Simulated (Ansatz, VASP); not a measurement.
## SiC: VASP beside Ansatz

```
Si C
1.0
     1.53890   -2.66750    0.00000
     1.53890    2.66750    0.00000
     0.00000    0.00000   15.12190
Si C
6 6
Direct
  0.66730 0.33270 0.64200
  0.33270 0.66730 0.14200
  0.00070 0.99930 0.97590
  0.99930 0.00070 0.47590
  0.33570 0.66430 0.80876
  0.66430 0.33570 0.30876
  0.99600 0.00400 0.84970
  0.00400 0.99600 0.34970
  0.66000 0.34000 0.51830
  0.34000 0.66000 0.01830
  0.32900 0.67100 0.68320
  0.67100 0.32900 0.18320
```

Alike in both runs: task single point; functional PBE; k mesh 6 × 6 × 1; occupations gaussian, width 0.1 eV; no spin polarisation.

|  | VASP | Ansatz |
| --- | --- | --- |
| version | VASP 6.6.1 | Ansatz 0.2.0 |
| potentials or method | VASP PAW PBE potentials, release 64 (Si, C), cutoff 520 eV | scalar-relativistic, plane waves, PAW |
| valence electrons in the cell | 48 | 48 |

|  | VASP | Ansatz | Ansatz less VASP |
| --- | --- | --- | --- |
| gap on the k mesh at the Fermi level (eV) | 1.87 | 1.88 | +0.002 |
| least direct gap on the mesh (eV) | 3.11 | 3.12 | +0.003 |
| pressure (GPa) | 3.3 | 3.4 | +0.06 |
| traceless stress, the component that is largest in VASP (GPa) | 2.20 | 2.20 | +0.001 |
| rms of the force components (eV/Å) | 0.358 | 0.358 | +0.0003 |

Atom by atom the forces differ by 0.001 eV/Å (rms over components).
